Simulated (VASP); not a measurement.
Write the native input for VASP 6.6.1 that does the following.

| Quantity | Value |
| --- | --- |
| Task | single point |
| Functional | PBE |
| Potentials or basis | VASP PAW PBE potentials, release 64 (Na_pv, H) |
| Cutoff | 520 eV |
| k mesh | 12 × 12 × 6 |
| Occupations | gaussian, width 0.01 eV |
| Spin | no spin polarisation |
| Dipole correction | no |
| Further INCAR settings | ALGO = Normal; EDIFF = 1e-06; NBANDS = 16 |

The structure of NaH lies in POSCAR:

```
NaH
1.0
    3.9533072809      0.0000000000      0.0000000000
   -1.9766536405      3.4236645342      0.0000000000
    0.0000000000      0.0000000000      4.8283237787
Na H
2 2
Direct
    0.3333333333      0.6666666667      0.2500000000
    0.6666666667      0.3333333333      0.7500000000
    0.6666666667      0.3333333333      0.2500000000
    0.3333333333      0.6666666667      0.7500000000
```

One way to write it, as run:

INCAR

```
PREC = Accurate
ENCUT = 520
EDIFF = 1E-6
ISMEAR = 0
SIGMA = 0.01
LREAL = F
LASPH = T
NELM = 60
ALGO = Normal
ISIF = 2
LWAVE = F
LCHARG = T
GGA = PE
LELF = T
LVHAR = T
NBANDS = 16
```

KPOINTS

```
Automatic mesh
0
Gamma
  12 12 6
```

Potentials or basis: VASP PAW PBE potentials, release 64 (Na_pv, H).

Command:

```sh
$ cat potpaw_PBE.64/Na_pv/POTCAR potpaw_PBE.64/H/POTCAR > POTCAR
$ mpirun -np 1 vasp_std > vasp.out
```

It gave:

The pressure is 0.3 GPa and the band gap on the k mesh is 3.33 eV, indirect (least direct gap 4.12 eV).

Wall time 86 s on 1 thread of AMD EPYC 7R13 (shared host), peak memory 0.18 GiB.
